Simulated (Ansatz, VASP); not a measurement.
**InPd in VASP and in Ansatz**

```
In Pd
1.0
     0.00000    2.74499    2.74499
     2.74499    0.00000    2.74499
     2.74499    2.74499    0.00000
In Pd
1 1
Direct
  0.00000 0.00000 0.00000
  0.50000 0.50000 0.50000
```

Change from the starting cell: species swapped into the PrS type (Fm-3m, No. 225).

Alike in both runs: functional PBE; k mesh 6 × 6 × 6; occupations gaussian, width 0.1 eV; no spin polarisation.

Ansatz relaxed the structure, and its values are those at the end. VASP's run is a single point on that final structure, the one shown.

|  | VASP | Ansatz |
| --- | --- | --- |
| version | VASP 6.6.1 | Ansatz 0.2.0 |
| potentials or method | VASP PAW PBE potentials, release 64 (In_d, Pd), cutoff 520 eV | scalar-relativistic, plane waves, PAW |
| valence electrons in the cell | 23 | 31 |

|  | VASP | Ansatz | Ansatz less VASP |
| --- | --- | --- | --- |
| gap on the k mesh at the Fermi level (eV) | none | none | - |
| pressure (GPa) | 0.2 | 0.2 | -0.02 |

A gap of «none» marks a metal or a gap that the smearing closes. VASP's potentials hold 23 valence electrons a cell and Ansatz's 31, so a difference there can come from the potentials and not from the codes.
